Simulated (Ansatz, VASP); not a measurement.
One calculation of MgO, two programs

```
Mg O
1.0
     0.00000    2.02058    2.02058
     2.02058    0.00000    2.02058
     2.02058    2.02058    0.00000
Mg O
1 1
Direct
  0.00000 0.00000 0.00000
  0.50000 0.50000 0.50000
```

Change from the starting cell: strain -0.050 along x and y, -0.050 along z, atoms carried along.

Alike in both runs: task single point; functional PBE; k mesh 10 × 10 × 10; occupations gaussian, width 0.05 eV; no spin polarisation.

|  | VASP | Ansatz |
| --- | --- | --- |
| version | VASP 6.6.1 | Ansatz 0.2.0 |
| potentials or method | VASP PAW PBE potentials, release 64 (Mg, O), cutoff 520 eV | scalar-relativistic, plane waves, PAW |
| valence electrons in the cell | 8 | 16 |

```csv
,VASP,Ansatz,Ansatz less VASP
gap on the k mesh at the Fermi level (eV),6.03,6.05,+0.011
least direct gap on the mesh (eV),6.03,6.05,+0.011
pressure (GPa),30.9,31.5,+0.58
```

Both programs put the cell under a high pressure, so it lies far from rest at this level. With one functional, cell and mesh, what is left measures potentials, basis and numerics. VASP's potentials hold 8 valence electrons a cell and Ansatz's 16, so a difference there can come from the potentials and not from the codes.
